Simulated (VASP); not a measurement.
Here is a VASP 6.6.1 calculation.

The input INCAR:

```
ALGO = Normal ; EDIFF = 1E-6
ENCUT = 520 ; GGA = PE
ISIF = 2 ; ISMEAR = 0
LASPH = T ; LCHARG = T
LELF = T ; LREAL = F
LVHAR = T ; LWAVE = F
NBANDS = 26 ; NELM = 100
PREC = Accurate ; SIGMA = 0.15
```

The input KPOINTS:

```
k-points
0
Gamma
  12 12 6
```

The input POSCAR:

```
CdInS2
1.0
    4.1697266610      0.0000000000      0.0000000000
   -2.0848633305      3.6110892153      0.0000000000
    0.0000000000      0.0000000000      5.8697242207
Cd In S
1 1 2
Direct
    0.0000000000      0.0000000000      0.0000000000
    0.0000000000      0.0000000000      0.5000000000
    0.6666666667      0.3333333333      0.7089643644
    0.3333333333      0.6666666667      0.2910356356
```

Potentials or basis: VASP PAW PBE potentials, release 64 (Cd, In_d, S).

Command:

```console
$ cat potpaw_PBE.64/Cd/POTCAR potpaw_PBE.64/In_d/POTCAR potpaw_PBE.64/S/POTCAR > POTCAR
$ mpirun -np 1 vasp_std > vasp.out
```

Q: Predict the pressure.

A: 4.2 GPa.

Q: Estimate the largest force.

A: 0.956 eV/Å.

Q: Predict the band gap on the k mesh.

A: Zero (an odd number of electrons rules out a gap without spin polarisation).

Stress tensor (GPa, compression positive):
```
 0.54  0.00  0.00
 0.00  0.54  0.00
 0.00  0.00 11.47
```

Caveat: the stress differs along the axes, from 1 to 11 GPa; spin-orbit coupling is left out, which moves the levels of the heavy elements.
